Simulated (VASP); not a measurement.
# W (Pm-3m) in VASP: a series of runs

Runs on W. Level: BLYP. Tasks: single point, relaxation of cell and atoms.

Everything below comes from runs of VASP 6.6.1. Logs are shortened: lines on timing, memory, paths and dates and some standing lists are left out, and cuts for length are marked.

**1. The cell of the first run**

It takes space group Pm-3m (No. 221, cubic). Conventional cell: a = 2.776 Å, b = 2.776 Å, c = 2.776 Å, α = 90.00°, β = 90.00°, γ = 90.00°. W (site symmetry m-3m) has 6 W at 2.78 Å within 3.7 Å.

**2. Single point, BLYP (volume scaled by 1.12)**

The input, INCAR:

```
AGGAC = 1.0
AGGAX = 1.0
ALDAC = 0.0
ALDAX = 1.0
ALGO = Normal
EDIFF = 1E-7
ENCUT = 520
GGA = B5
ISIF = 2
ISMEAR = -1
LASPH = True
LCHARG = False
LREAL = False
LWAVE = False
NBANDS = 13
NELM = 60
PREC = Accurate
SIGMA = 0.1
```

The input, KPOINTS:

```
k-points
0
Gamma
  13 13 13
```

The input, POSCAR:

```
W
1.0
    2.7755667287      0.0000000000      0.0000000000
    0.0000000000      2.7755667287      0.0000000000
    0.0000000000      0.0000000000      2.7755667287
W
1
Direct
    0.0000000000      0.0000000000      0.0000000000
```

Potentials or basis: VASP PAW PBE potentials, release 64 (W_sv).

Started as:

```bash
$ cat potpaw_PBE.64/W_sv/POTCAR > POTCAR
$ mpirun -np 1 vasp_std > vasp.out
```

OUTCAR:

```text
EDIFF = 1E-7
   ENCUT = 520
   GGA = B5
   ISIF = 2
   ISMEAR = -1
   LASPH = True
   LREAL = False
   NELM = 60
   PREC = Accurate

 ion  position               nearest neighbor table
   1  0.000  0.000  0.000-

  LATTYP: Found a simple cubic cell.
 ALAT       =     2.7755667287

  Lattice vectors:

 A1 = (   2.7755667287,   0.0000000000,   0.0000000000)
 A2 = (   0.0000000000,   2.7755667287,   0.0000000000)
 A3 = (   0.0000000000,   0.0000000000,   2.7755667287)

Analysis of symmetry for initial positions (statically):
=====================================================================
 Subroutine PRICEL returns:
 Original cell was already a primitive cell.

 Routine SETGRP: Setting up the symmetry group for a
 simple cubic supercell.

 Subroutine GETGRP returns: Found 48 space group operations
[... 9 lines left out ...]

 Routine SETGRP: Setting up the symmetry group for a
 simple cubic supercell.

 Subroutine GETGRP returns: Found 48 space group operations
[... 11 lines left out ...]
                                     Primitive cell

  volume of cell :      21.3823

  direct lattice vectors                    reciprocal lattice vectors
     2.775566729  0.000000000  0.000000000     0.360286780  0.000000000  0.000000000
     0.000000000  2.775566729  0.000000000     0.000000000  0.360286780  0.000000000
     0.000000000  0.000000000  2.775566729     0.000000000  0.000000000  0.360286780

  length of vectors
     2.775566729  2.775566729  2.775566729     0.360286780  0.360286780  0.360286780

  position of ions in fractional coordinates (direct lattice)
     0.000000000  0.000000000  0.000000000

  ion indices of the primitive-cell ions
   primitive index   ion index
                 1           1

----------------------------------------------------------------------------------------

 KPOINTS: k-points

Automatic generation of k-mesh.
 Grid dimensions read from file:
 generate k-points for:   13   13   13

 Generating k-lattice:

  Cartesian coordinates                     Fractional coordinates (reciprocal lattice)
     0.027714368  0.000000000  0.000000000     0.076923077  0.000000000  0.000000000
     0.000000000  0.027714368  0.000000000     0.000000000  0.076923077  0.000000000
     0.000000000  0.000000000  0.027714368     0.000000000  0.000000000  0.076923077

  Length of vectors
     0.027714368  0.027714368  0.027714368

  Shift w.r.t. Gamma in fractional coordinates (k-lattice)
     0.000000000  0.000000000  0.000000000

 Subroutine IBZKPT returns following result:
 ===========================================

 Found     84 irreducible k-points:

 Following reciprocal coordinates:
            Coordinates               Weight
  0.000000  0.000000  0.000000      1.000000
  0.076923  0.000000  0.000000      6.000000
  0.153846  0.000000  0.000000      6.000000
  0.230769  0.000000  0.000000      6.000000
  0.307692  0.000000  0.000000      6.000000
  0.384615  0.000000  0.000000      6.000000
[... 16 lines left out ...]
  0.307692  0.307692  0.000000     12.000000
  0.384615  0.307692  0.000000     24.000000
 [... further k-points ...]
   k-points           NKPTS =     84   k-points in BZ     NKDIM =     84   number of bands    NBANDS=     13
   number of dos      NEDOS =    301   number of ions     NIONS =      1
   total plane-waves  NPLWV =  13824
   dimension x,y,z NGX =    24 NGY =   24 NGZ =   24
   dimension x,y,z NGXF=    48 NGYF=   48 NGZF=   48
   ions per type =               1
   NGX,Y,Z   is equivalent  to a cutoff of  14.38, 14.38, 14.38 a.u.
   NGXF,Y,Z  is equivalent  to a cutoff of  28.75, 28.75, 28.75 a.u.
 SYSTEM =  unknown system
   PREC   = accura    normal or accurate (medium, high low for compatibility)
   ISTART =      0    job   : 0-new  1-cont  2-samecut
   ICHARG =      2    charge: 1-file 2-atom 10-const
   ISPIN  =      1    spin polarized calculation?
   LNONCOLLINEAR =      F non collinear calculations
   LSORBIT =      F    spin-orbit coupling
   LASPH  =      T    aspherical Exc in radial PAW
   ENCUT  =  520.0 eV  38.22 Ry    6.18 a.u.   5.16  5.16  5.16*2*pi/ulx,y,z
   NELM   =     60;   NELMIN=  2; NELMDL= -5     # of ELM steps
   EDIFF  = 0.1E-06   stopping-criterion for ELM
   LREAL  =      F    real-space projection
   EDIFFG = 0.1E-05   stopping-criterion for IOM
   NSW    =      0    number of steps for IOM
   IBRION =     -1    ionic relax: 0-MD 1-quasi-New 2-CG
   NFREE  =      0    steps in history (QN), initial steepest desc. (CG)
   ISIF   =      2    stress and relaxation
   ISYM   =      2    0-nonsym 1-usesym 2-fastsym
   POTIM  = 0.5000    time-step for ionic-motion
   TEBEG  =    0.0;   TEEND  =   0.0 temperature during run
   PSTRESS=    0.0 pullay stress
   NELECT =      14.0000    total number of electrons
   NUPDOWN=      -1.0000    fix difference up-down
   EMIN   =  10.00;   EMAX   =-10.00  energy-range for DOS
   EFERMI =   0.00;   METHOD = LEGACY
   ISMEAR =    -1;   SIGMA  =   0.10  broadening in eV -4-tet -1-fermi 0-gaus
   EFERMI_NEDOS =   21; number of points for ismear=-14 and -15
   IALGO  =     38    algorithm
   IMIX   =      4    mixing-type and parameters
     AMIX     =   0.40;   BMIX     =  1.00
     AMIX_MAG =   1.60;   BMIX_MAG =  1.00
  volume/ion in A,a.u.               =      21.38       144.30
  Fermi-wavevector in a.u.,A,eV,Ry     =   1.421562  2.686363 27.495181  2.020839
  Thomas-Fermi vector in A             =   2.542359
   LORBIT       =      0    0 simple, 1 ext, 2 COOP (PROOUT), +10 PAW based schemes
   GGA     = B5    functional components
   LHFCALC =     F    Hartree Fock is set to
   AEXX    =    0.0000 exact exchange contribution
   IVDW    =     0    specifies the selected vdW correction
   LEPSILON=     F    determine dielectric tensor
   LRPA    =     F    only Hartree local field effects (RPA)
 non-spin polarized calculation
  energy-cutoff  :      520.00
  volume of cell :       21.38
 maximum number of plane-waves:       591
 NGX is ok and might be reduce to    24
   NGX = 11   NGY = 11   NGZ = 11

 number of electron      14.0000001 magnetization

 Free energy of the ion-electron system (eV)
  ---------------------------------------------------
  ext. energy  EPLUGINS =         0.00000000
  ---------------------------------------------------
  free energy    TOTEN  =       -10.02278295 eV

  energy without entropy =       -9.98364804  energy(sigma->0) =      -10.00321550

 E-fermi :   8.0097     XC(G=0): -11.2179

 val. band max:        8.0000602930   @ k =   0.4615   0.4615   0.2308
 cond. band min:       8.0184655141   @ k =   0.4615   0.3846   0.1538
 fundamental gap:      0.0184052211
 Fermi energy:         8.0096995742

 k-point     1 :       0.0000    0.0000    0.0000
  band No.  band energies     occupation
      1     -65.7669      2.00000
      2     -29.8070      2.00000
      3     -29.8070      2.00000
      4     -29.8070      2.00000
      5       0.4330      2.00000
      6       4.4078      2.00000
      7       4.4078      2.00000
      8      11.7194      0.00000
      9      11.7194      0.00000
     10      11.7194      0.00000
     11      21.5539      0.00000
     12      21.5539      0.00000
     13      21.5539      0.00000

 k-point     2 :       0.0769    0.0000    0.0000
  band No.  band energies     occupation
      1     -65.7640      2.00000
      2     -29.8549      2.00000
      3     -29.8031      2.00000
      4     -29.8031      2.00000
      5       0.5958      2.00000
      6       4.4474      2.00000
      7       4.5663      2.00000
      8      11.4856      0.00000
      9      11.4856      0.00000
     10      11.7361      0.00000
     11      20.6535      0.00000
     12      21.8941      0.00000
     13      21.8941      0.00000

 k-point     3 :       0.1538    0.0000    0.0000
  band No.  band energies     occupation
      1     -65.7558      2.00000
      2     -29.9858      2.00000
      3     -29.7921      2.00000
      4     -29.7921      2.00000
      5       1.0461      2.00000
      6       4.5595      2.00000
      7       5.0341      2.00000
      8      10.9033      0.00000
      9      10.9033      0.00000
     10      11.7828      0.00000
     11      18.9475      0.00000
     12      22.7782      0.00000
     13      22.7782      0.00000

 k-point     4 :       0.2308    0.0000    0.0000
  band No.  band energies     occupation
      1     -65.7443      2.00000
      2     -30.1667      2.00000
      3     -29.7766      2.00000
      4     -29.7766      2.00000
      5       1.6843      2.00000
      6       4.7235      2.00000
      7       5.7634      2.00000
      8      10.1993      0.00000
      9      10.1993      0.00000
     10      11.8495      0.00000
     11      17.3048      0.00000
     12      23.9351      0.00000
     13      23.9351      0.00000

 k-point     5 :       0.3077    0.0000    0.0000
  band No.  band energies     occupation
      1     -65.7320      2.00000
      2     -30.3540      2.00000
      3     -29.7601      2.00000
      4     -29.7601      2.00000
      5       2.3844      2.00000
      6       4.9064      2.00000
      7       6.6030      2.00000
      8       9.5538      0.00000
      9       9.5538      0.00000
     10      11.9215      0.00000
     11      16.0714      0.00000
     12      23.1764      0.00000
     13      25.1279      0.00000
[... 257 lines left out ...]
 k-point    22 :       0.4615    0.2308    0.0000
  band No.  band energies     occupation
      1     -65.6938      2.00000
      2     -30.5476      2.00000
      3     -30.0848      2.00000
      4     -29.7095      2.00000
      5       4.4923      2.00000
      6       5.2781      2.00000
      7       6.9099      1.99997
      8       9.0645      0.00005
      9      10.6726      0.00000
     10      10.6759      0.00000
     11      15.4457      0.00000
     12      22.2132      0.00000
     13      23.2818      0.00000

 k-point    23 :       0.3077    0.3077    0.0000
  band No.  band energies     occupation
      1     -65.6975      2.00000
      2     -30.3010      2.00000
      3     -30.2858      2.00000
      4     -29.7145      2.00000
      5       3.9814      2.00000
      6       5.3727      2.00000
      7       8.1749      0.32174
      8       8.6838      0.00236
      9       9.7839      0.00000
     10      10.0328      0.00000
     11      17.4268      0.00000
     12      19.4978      0.00000
     13      24.3879      0.00000

 k-point    24 :       0.3846    0.3077    0.0000
  band No.  band energies     occupation
      1     -65.6874      2.00000
      2     -30.4419      2.00000
      3     -30.2754      2.00000
      4     -29.7012      2.00000
      5       4.3199      2.00000
      6       5.0972      2.00000
      7       8.4155      0.03398
      8       9.4348      0.00000
      9       9.9661      0.00000
     10      10.0278      0.00000
     11      16.3542      0.00000
     12      20.0252      0.00000
     13      23.7700      0.00000

 [... further k-points ...]

------------------------ aborting loop because EDIFF is reached ----------------------------------------

  FORCE on cell =-STRESS in cart. coord.  units (eV):
  Direction    XX          YY          ZZ          XY          YZ          ZX
  --------------------------------------------------------------------------------------
  -------------------------------------------------------------------------------------
  Total       -2.2044436     -2.2044436     -2.2044436     -0.0000000      0.0000000     -0.0000000
  in kB     -165.1788932   -165.1788932   -165.1788932     -0.0000000      0.0000000     -0.0000000
  external PRESSURE =    -165.1788932 kB  Pullay stress =       0.0000000 kB

 VOLUME and BASIS-vectors are now :
 -----------------------------------------------------------------------------
  energy-cutoff  :      520.00
  volume of cell :       21.38
      direct lattice vectors                 reciprocal lattice vectors
     2.775566729  0.000000000  0.000000000     0.360286780  0.000000000  0.000000000
     0.000000000  2.775566729  0.000000000     0.000000000  0.360286780  0.000000000
     0.000000000  0.000000000  2.775566729     0.000000000  0.000000000  0.360286780

 POSITION                                       TOTAL-FORCE (eV/Angst)
 -----------------------------------------------------------------------------------
      0.00000      0.00000      0.00000         0.000000      0.000000      0.000000
 -----------------------------------------------------------------------------------
    total drift:                                0.000000      0.000000      0.000000

  FREE ENERGIE OF THE ION-ELECTRON SYSTEM (eV)
  ---------------------------------------------------
  free  energy   TOTEN  =       -10.0227829497 eV

  energy  without entropy=       -9.9836480406  energy(sigma->0) =      -10.00321550
```

Run time: 14 s. Hardware: 1 thread of Intel Xeon 6975P-C, shared host; peak memory 0.15 GiB.

Results:

* Free energy: -10.0228 eV
* Pressure: -16.5 GPa
* Band gap on the k mesh: zero (band 7 reaches 9.50 eV, above the bottom of band 8 at 7.51 eV)

Caveat: the PAW data sets were made with another functional, which shifts forces and pressure a little; spin-orbit coupling is left out, which moves the levels of the heavy elements.

(Part 1 of 2 ends here.)
